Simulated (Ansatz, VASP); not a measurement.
# PtS2: VASP beside Ansatz

```
CELL_PARAMETERS angstrom
3.37466 0.00000 0.00000
-1.68733 2.92254 0.00000
0.00000 0.00000 6.12984
ATOMIC_POSITIONS crystal
Pt 0.00000 0.00000 0.00000
S 0.33333 0.66667 0.21938
S 0.66667 0.33333 0.78062
```

Alike in both runs: functional PBE; k mesh 12 × 12 × 6; occupations gaussian, width 0.05 eV; no spin polarisation.

Ansatz relaxed the structure, and its values are those at the end. VASP's run is a single point on that final structure, the one shown.

```csv
,VASP,Ansatz
version,VASP 6.6.1,Ansatz 0.2.0
potentials or method,"VASP PAW PBE potentials, release 64 (Pt, S), cutoff 520 eV","scalar-relativistic, plane waves, PAW"
valence electrons in the cell,22,30
```

Ansatz gave:

* gap on the k mesh at the Fermi level (eV): 1.26
* least direct gap on the mesh (eV): 1.45
* pressure (GPa): 8.3
* rms of the force components (eV/Å): 0.002

Which values does VASP return?

gap on the k mesh at the Fermi level (eV): 1.26; least direct gap on the mesh (eV): 1.46; pressure (GPa): 7.8; rms of the force components (eV/Å): 0.024.

VASP's potentials hold 22 valence electrons a cell and Ansatz's 30, so a difference there can come from the potentials and not from the codes. Ansatz's warnings: stress scf threshold loose.

Neither program's run includes spin-orbit coupling.
